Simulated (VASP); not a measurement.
# V3MoSe8 in VASP: single point with PBE

Aim: the single point of V3MoSe8 with PBE.

All numbers are computed with VASP 6.6.1; they aren't measurements. Logs are shortened: lines on timing, memory, paths and dates and some standing lists are left out, and cuts for length are marked.

### Step 1. The cell of the first run

The cell holds a slab with vacuum, 12 atoms: a = 2.881 Å, b = 2.881 Å, c = 39.726 Å, α = 90.00°, β = 90.00°, γ = 120.00°.

### Step 2. Single point, PBE, collinear spin, ferromagnetic start

The input, INCAR:

```
ALGO     = Normal         # electronic algorithm
EDIFF    = 1E-6           # SCF threshold, eV
ENCUT    = 500            # plane-wave cutoff, eV
GGA      = PE             # functional
GGA_COMPAT= False        
ISIF     = 2              # what is computed and relaxed
ISMEAR   = 0              # smearing method
ISPIN    = 2              # spin polarisation
LASPH    = True           # aspherical terms in the spheres
LCHARG   = True           # write CHGCAR
LELF     = True           # ELF
LMAXMIX  = 4              # l up to which the mixer works
LORBIT   = 11             # projections on sites
LREAL    = False          # projectors in reciprocal space
LVHAR    = True         
LWAVE    = False          # write WAVECAR
MAGMOM   = 2 2 2 1 0 0 0 0 0 0 0 0 # initial moments
NBANDS   = 66             # bands
NELM     = 200            # most SCF steps
PREC     = Accurate       # precision mode
SIGMA    = 0.1            # smearing width, eV
```

The input, KPOINTS:

```
k-points
0
Gamma
  6 6 1
```

The input, POSCAR:

```
V3MoSe8
1.0
    2.8814246300      0.0000000000      0.0000000000
   -1.4407123100      2.4953869300      0.0000000000
    0.0000000000      0.0000000000     39.7263031900
V Mo Se
3 1 8
Direct
    0.6666666700      0.3333333300      0.0740182800
    0.6666666700      0.3333333300      0.5740182800
    0.3333333300      0.6666666700      0.4259817200
    0.3333333300      0.6666666700      0.9259817200
    0.3333333300      0.6666666700      0.1101189700
    0.3333333300      0.6666666700      0.6101189700
    0.6666666700      0.3333333300      0.4621195800
    0.6666666700      0.3333333300      0.9621195800
    0.3333333300      0.6666666700      0.0378804200
    0.3333333300      0.6666666700      0.5378804200
    0.6666666700      0.3333333300      0.3898810300
    0.6666666700      0.3333333300      0.8898810300
```

Potentials or basis: VASP PAW PBE potentials, release 64 (V_sv, Mo_sv, Se).

Command:

```bash
$ cat potpaw_PBE.64/V_sv/POTCAR potpaw_PBE.64/Mo_sv/POTCAR potpaw_PBE.64/Se/POTCAR > POTCAR
$ mpirun -np 1 vasp_std > vasp.out
```

OUTCAR:

```text
EDIFF = 1E-6
   ENCUT = 500
   GGA = PE
   ISIF = 2
   ISMEAR = 0
   ISPIN = 2
   LASPH = True
   LORBIT = 11
   LREAL = False
   NELM = 200
   PREC = Accurate

 ion  position               nearest neighbor table
   1  0.667  0.333  0.074-   5 2.20   5 2.20   5 2.20   9 2.20   9 2.20   9 2.20
   2  0.667  0.333  0.574-   6 2.20   6 2.20   6 2.20  10 2.20  10 2.20  10 2.20
   3  0.333  0.667  0.426-  11 2.20  11 2.20  11 2.20   7 2.20   7 2.20   7 2.20
   4  0.333  0.667  0.926-  12 2.20  12 2.20  12 2.20   8 2.20   8 2.20   8 2.20
   5  0.333  0.667  0.110-   1 2.20   1 2.20   1 2.20
   6  0.333  0.667  0.610-   2 2.20   2 2.20   2 2.20
   7  0.667  0.333  0.462-   3 2.20   3 2.20   3 2.20
   8  0.667  0.333  0.962-   4 2.20   4 2.20   4 2.20
   9  0.333  0.667  0.038-   1 2.20   1 2.20   1 2.20
  10  0.333  0.667  0.538-   2 2.20   2 2.20   2 2.20
  11  0.667  0.333  0.390-   3 2.20   3 2.20   3 2.20
  12  0.667  0.333  0.890-   4 2.20   4 2.20   4 2.20

  LATTYP: Found a hexagonal cell.
 ALAT       =     2.8814246300
 C/A-ratio  =    13.7870353354

  Lattice vectors:

 A1 = (   2.8814246300,   0.0000000000,   0.0000000000)
 A2 = (  -1.4407123100,   2.4953869300,   0.0000000000)
 A3 = (   0.0000000000,   0.0000000000,  39.7263031900)

Analysis of symmetry for initial positions (statically):
=====================================================================
 Subroutine PRICEL returns:
 Original cell was already a primitive cell.

 Routine SETGRP: Setting up the symmetry group for a
 hexagonal supercell.

 Subroutine GETGRP returns: Found  6 space group operations
 (whereof  6 operations were pure point group operations)
 out of a pool of 24 trial point group operations.

The static configuration has the point symmetry C_3v.

Analysis of symmetry for dynamics (positions and initial velocities):
=====================================================================
 Subroutine PRICEL returns:
 Original cell was already a primitive cell.

 Routine SETGRP: Setting up the symmetry group for a
 hexagonal supercell.

 Subroutine GETGRP returns: Found  6 space group operations
 (whereof  6 operations were pure point group operations)
 out of a pool of 24 trial point group operations.

The dynamic configuration has the point symmetry C_3v.

Analysis of structural, dynamic, and magnetic symmetry:
=====================================================================
 Subroutine PRICEL returns:
 Original cell was already a primitive cell.

 Routine SETGRP: Setting up the symmetry group for a
 hexagonal supercell.

 Subroutine GETGRP returns: Found  6 space group operations
 (whereof  6 operations were pure point group operations)
 out of a pool of 24 trial point group operations.

The overall configuration has the point symmetry C_3v.

 Subroutine INISYM returns: Found  6 space group operations
 (whereof  6 operations are pure point group operations),
 and found     1 'primitive' translations

----------------------------------------------------------------------------------------

                                     Primitive cell

  volume of cell :     285.6428

  direct lattice vectors                    reciprocal lattice vectors
     2.881424630  0.000000000  0.000000000     0.347050549  0.200369727  0.000000000
    -1.440712310  2.495386930  0.000000000     0.000000000  0.400739456  0.000000000
     0.000000000  0.000000000 39.726303190     0.000000000  0.000000000  0.025172239

  length of vectors
     2.881424630  2.881424629 39.726303190     0.400739455  0.400739456  0.025172239

  position of ions in fractional coordinates (direct lattice)
     0.666666670  0.333333330  0.074018280
     0.666666670  0.333333330  0.574018280
     0.333333330  0.666666670  0.425981720
     0.333333330  0.666666670  0.925981720
     0.333333330  0.666666670  0.110118970
     0.333333330  0.666666670  0.610118970
     0.666666670  0.333333330  0.462119580
     0.666666670  0.333333330  0.962119580
     0.333333330  0.666666670  0.037880420
     0.333333330  0.666666670  0.537880420
     0.666666670  0.333333330  0.389881030
     0.666666670  0.333333330  0.889881030

  ion indices of the primitive-cell ions
   primitive index   ion index
                 1           1
                 2           2
                 3           3
                 4           4
[... 39 lines left out ...]
  0.333333  0.000000  0.000000      6.000000
  0.500000  0.000000  0.000000      3.000000
  0.166667  0.166667  0.000000      6.000000
  0.333333  0.166667  0.000000     12.000000
  0.333333  0.333333  0.000000      2.000000
   k-points           NKPTS =      7   k-points in BZ     NKDIM =      7   number of bands    NBANDS=     66
   number of dos      NEDOS =    301   number of ions     NIONS =     12
   total plane-waves  NPLWV = 169344
   dimension x,y,z NGX =    24 NGY =   24 NGZ =  294
   dimension x,y,z NGXF=    48 NGYF=   48 NGZF=  588
   ions per type =               3   1   8
   NGX,Y,Z   is equivalent  to a cutoff of  13.85, 13.85, 12.30 a.u.
   NGXF,Y,Z  is equivalent  to a cutoff of  27.69, 27.69, 24.61 a.u.
 SYSTEM =  unknown system
   PREC   = accura    normal or accurate (medium, high low for compatibility)
   ISTART =      0    job   : 0-new  1-cont  2-samecut
   ICHARG =      2    charge: 1-file 2-atom 10-const
   ISPIN  =      2    spin polarized calculation?
   LNONCOLLINEAR =      F non collinear calculations
   LSORBIT =      F    spin-orbit coupling
   LASPH  =      T    aspherical Exc in radial PAW
   ENCUT  =  500.0 eV  36.75 Ry    6.06 a.u.   5.25  5.25 72.43*2*pi/ulx,y,z
   NELM   =    200;   NELMIN=  2; NELMDL= -5     # of ELM steps
   EDIFF  = 0.1E-05   stopping-criterion for ELM
   LREAL  =      F    real-space projection
   EDIFFG = 0.1E-04   stopping-criterion for IOM
   NSW    =      0    number of steps for IOM
   IBRION =     -1    ionic relax: 0-MD 1-quasi-New 2-CG
   NFREE  =      0    steps in history (QN), initial steepest desc. (CG)
   ISIF   =      2    stress and relaxation
   ISYM   =      2    0-nonsym 1-usesym 2-fastsym
   POTIM  = 0.5000    time-step for ionic-motion
   TEBEG  =    0.0;   TEEND  =   0.0 temperature during run
   PSTRESS=    0.0 pullay stress
   NELECT =     101.0000    total number of electrons
   NUPDOWN=      -1.0000    fix difference up-down
   EMIN   =  10.00;   EMAX   =-10.00  energy-range for DOS
   EFERMI =   0.00;   METHOD = LEGACY
   ISMEAR =     0;   SIGMA  =   0.10  broadening in eV -4-tet -1-fermi 0-gaus
   EFERMI_NEDOS =   21; number of points for ismear=-14 and -15
   IALGO  =     38    algorithm
   IMIX   =      4    mixing-type and parameters
     AMIX     =   0.40;   BMIX     =  1.00
     AMIX_MAG =   1.60;   BMIX_MAG =  1.00
  volume/ion in A,a.u.               =      23.80       160.63
  Fermi-wavevector in a.u.,A,eV,Ry     =   1.157642  2.187626 18.233636  1.340134
  Thomas-Fermi vector in A             =   2.294251
   LORBIT       =     11    0 simple, 1 ext, 2 COOP (PROOUT), +10 PAW based schemes
   GGA     = PE    functional components
   LHFCALC =     F    Hartree Fock is set to
   AEXX    =    0.0000 exact exchange contribution
   IVDW    =     0    specifies the selected vdW correction
   LEPSILON=     F    determine dielectric tensor
   LRPA    =     F    only Hartree local field effects (RPA)
 spin polarized calculation
 Gauss-broadening in eV      SIGMA  =   0.10
  energy-cutoff  :      500.00
  volume of cell :      285.64
 maximum number of plane-waves:      7304
 NGX is ok and might be reduce to    24
   NGX = 11   NGY = 11   NGZ =145

 number of electron     101.0000022 magnetization       0.1994980

 Free energy of the ion-electron system (eV)
  ---------------------------------------------------
  ext. energy  EPLUGINS =         0.00000000
  ---------------------------------------------------
  free energy    TOTEN  =       -57.06875840 eV

  energy without entropy =      -57.01481183  energy(sigma->0) =      -57.04178511

 E-fermi :   3.6164     XC(G=0):  -7.7847

 val. band max:        3.5740670293   @ k =   0.5000   0.0000   0.0000
 cond. band min:       3.6230583940   @ k =   0.3333   0.1667   0.0000
 fundamental gap:      0.0489913647
 Fermi energy:         3.6163658089

 spin component 1

 k-point     1 :       0.0000    0.0000    0.0000
  band No.  band energies     occupation
      1     -59.9479      1.00000
      2     -59.8121      1.00000
      3     -59.8115      1.00000
      4     -57.6734      1.00000
      5     -34.0998      1.00000
      6     -33.9237      1.00000
[... 444 lines left out ...]
     61       7.4982      0.00000
     62       7.6082      0.00000
 Fermi energy:         3.6163658089

 spin component 2

 k-point     1 :       0.0000    0.0000    0.0000
  band No.  band energies     occupation
      1     -59.8258      1.00000
      2     -59.8119      1.00000
      3     -59.8113      1.00000
      4     -57.6733      1.00000
      5     -34.0060      1.00000
      6     -33.9236      1.00000
[... 444 lines left out ...]
     61       7.6083      0.00000
     62       7.6095      0.00000
 [bands above 62 left out]

------------------------ aborting loop because EDIFF is reached ----------------------------------------

  FORCE on cell =-STRESS in cart. coord.  units (eV):
  Direction    XX          YY          ZZ          XY          YZ          ZX
  --------------------------------------------------------------------------------------
  -------------------------------------------------------------------------------------
  Total       94.4599991     94.4599992    101.1729239      0.0000002      0.0000000      0.0000000
  in kB      529.8283667    529.8283673    567.4813205      0.0000011      0.0000000      0.0000000
  external PRESSURE =     542.3793515 kB  Pullay stress =       0.0000000 kB

 VOLUME and BASIS-vectors are now :
 -----------------------------------------------------------------------------
  energy-cutoff  :      500.00
  volume of cell :      285.64
      direct lattice vectors                 reciprocal lattice vectors
     2.881424630  0.000000000  0.000000000     0.347050549  0.200369727  0.000000000
    -1.440712310  2.495386930  0.000000000     0.000000000  0.400739456  0.000000000
     0.000000000  0.000000000 39.726303190     0.000000000  0.000000000  0.025172239

 POSITION                                       TOTAL-FORCE (eV/Angst)
 -----------------------------------------------------------------------------------
      1.44071      0.83180      2.94047        -0.000000     -0.000000     -0.805281
      1.44071      0.83180     22.80362         0.000000     -0.000000     -0.829592
     -0.00000      1.66359     16.92268         0.000000     -0.000000      0.836189
     -0.00000      1.66359     36.78583        -0.000000      0.000000      0.176844
     -0.00000      1.66359      4.37462         0.000000      0.000000      7.567598
     -0.00000      1.66359     24.23777         0.000000      0.000000      7.891336
      1.44071      0.83180     18.35830        -0.000000      0.000000      6.831584
      1.44071      0.83180     38.22145        -0.000000      0.000000     12.279108
     -0.00000      1.66359      1.50485         0.000000      0.000000     -6.496232
     -0.00000      1.66359     21.36800         0.000000      0.000000     -6.828462
      1.44071      0.83180     15.48853        -0.000000      0.000000     -7.900820
      1.44071      0.83180     35.35168         0.000000      0.000000    -12.722274
 -----------------------------------------------------------------------------------
    total drift:                               -0.000001      0.000000     -0.000078

  FREE ENERGIE OF THE ION-ELECTRON SYSTEM (eV)
  ---------------------------------------------------
  free  energy   TOTEN  =       -57.0687583992 eV

  energy  without entropy=      -57.0148118251  energy(sigma->0) =      -57.04178511

 total charge

# of ion       s       p       d       tot
------------------------------------------
    1        2.331   6.432   3.738  12.501
    2        2.332   6.428   3.752  12.512
    3        2.332   6.428   3.751  12.512
    4        2.426   6.431   5.001  13.857
    5        1.496   2.526   0.134   4.157
    6        1.497   2.517   0.137   4.151
    7        1.497   2.509   0.140   4.147
    8        1.503   2.611   0.183   4.298
    9        1.494   2.528   0.137   4.159
   10        1.497   2.509   0.140   4.147
   11        1.497   2.517   0.137   4.150
   12        1.499   2.626   0.179   4.304
--------------------------------------------------
tot         21.402  46.063  17.430  84.895

 magnetization (x)

# of ion       s       p       d       tot
------------------------------------------
    1        0.003   0.004   0.128   0.135
    2        0.000   0.000   0.000   0.000
    3        0.000   0.000   0.000   0.000
    4        0.000   0.000   0.000   0.000
    5        0.000   0.014   0.002   0.016
    6        0.000   0.000   0.000   0.000
    7        0.000   0.000   0.000   0.000
    8        0.000   0.001   0.000   0.001
    9        0.000   0.014   0.002   0.016
   10        0.000   0.000   0.000   0.000
   11        0.000   0.000   0.000   0.000
   12        0.000   0.000   0.000   0.000
--------------------------------------------------
tot          0.004   0.033   0.132   0.169
```

It took 19 min on 1 thread of Intel Xeon Platinum 8559C (Emerald Rapids), shared host; peak memory 0.65 GiB.

What came out:

| Property | Result |
| --- | --- |
| Free energy | -57.0688 eV |
| Largest force | 12.722 eV/Å |
| Net moment | 0.20 μB per cell |
| Site moments | V +0.14, +0.00 (each value once); Mo +0.00; Se +0.02, +0.00 (each value once) μB |
| Valence electrons inside the program's atomic spheres | V 12.50, 12.51 (each value once); Mo 13.86; Se 4.16, 4.15, 4.30 (each value once) |

Forces in eV/Å, atoms in the order of the input:
```
V     0.000   0.000  -0.805
V     0.000   0.000  -0.830
V     0.000   0.000   0.836
Mo    0.000   0.000   0.177
Se    0.000   0.000   7.568
Se    0.000   0.000   7.891
Se    0.000   0.000   6.832
Se    0.000   0.000  12.279
Se    0.000   0.000  -6.496
Se    0.000   0.000  -6.828
Se    0.000   0.000  -7.901
Se    0.000   0.000 -12.722
```

Caveat: the k points lie up to 0.42 Å⁻¹ apart.
